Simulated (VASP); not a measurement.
SrPt5, 6 atoms in the cell. Symmetry: P6/mmm, No. 191, hexagonal system. Conventional cell: a = 5.415 Å, b = 5.415 Å, c = 4.305 Å, α = 90.00°, β = 90.00°, γ = 120.00°. Within 4.1 Å of Sr (site symmetry 6/mmm) lie 18 Pt at 3.13 to 3.46 Å. Within 3.5 Å of Pt (site symmetry mmm) lie 8 Pt at 2.66 to 2.71 Å and 4 Sr at 3.46 Å. Within 3.5 Å of Pt (site symmetry -6m2) lie 9 Pt at 2.66 to 3.13 Å and 3 Sr at 3.13 Å.  This cell differs from its parent crystal: uniaxial strain along c: -1.0 %.

| Quantity | Value |
| --- | --- |
| Program | VASP 6.6.1 |
| Task | single point |
| Functional | PBEsol |
| Potentials or basis | VASP PAW PBE potentials, release 64 (Sr_sv, Pt) |
| Cutoff | 520 eV |
| k mesh | 12 × 12 × 8 |
| Occupations | gaussian, width 0.1 eV |
| Spin | no spin polarisation |
| Dipole correction | no |
| Further INCAR settings | ALGO = Fast; EDIFF = 1e-06; NBANDS = 39 |

Potentials or basis: VASP PAW PBE potentials, release 64 (Sr_sv, Pt).

Run with:

```console
$ cat potpaw_PBE.64/Sr_sv/POTCAR potpaw_PBE.64/Pt/POTCAR > POTCAR
$ mpirun -np 1 vasp_std > vasp.out
```

Hardware: 1 thread of Intel(R) Xeon(R) 6975P-C (Granite Rapids), on a shared host.

Question: Estimate the wall time of this run.

Answer: Run time: 3.4 min on 1 thread of Intel(R) Xeon(R) 6975P-C (Granite Rapids), on a shared host, peak memory 0.45 GiB. Counts: scf iterations 16, k points 95.
